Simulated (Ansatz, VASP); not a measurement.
**Lu in VASP and in Ansatz**

```
Lu
1.0
    -1.91050    1.91050    1.91050
     1.91050   -1.91050    1.91050
     1.91050    1.91050   -1.91050
Lu
1
Direct
  0.00000 0.00000 0.00000
```

Change from the starting cell: volume scaled by 0.9405, PAW files.

Alike in both runs: task electric field gradients; functional PBE; k mesh 15 × 15 × 15; occupations fermi-dirac, width 0.08 eV; no spin polarisation.

|  | VASP | Ansatz |
| --- | --- | --- |
| version | VASP 6.6.1 | Ansatz 0.2.0 |
| potentials or method | VASP PAW PBE potentials, release 64 (Lu) | PAW with Ansatz's default frozen-core files, scalar-relativistic |
| plane-wave cutoff (eV) | 520 | 420 |
| valence electrons in the cell | 25 | 25 |

Ansatz gave:

- pressure (GPa): 2.9

Problem. What did VASP give for the same quantities?

Solution. Pressure (GPa): 3.1.

Neither program's run includes spin-orbit coupling.
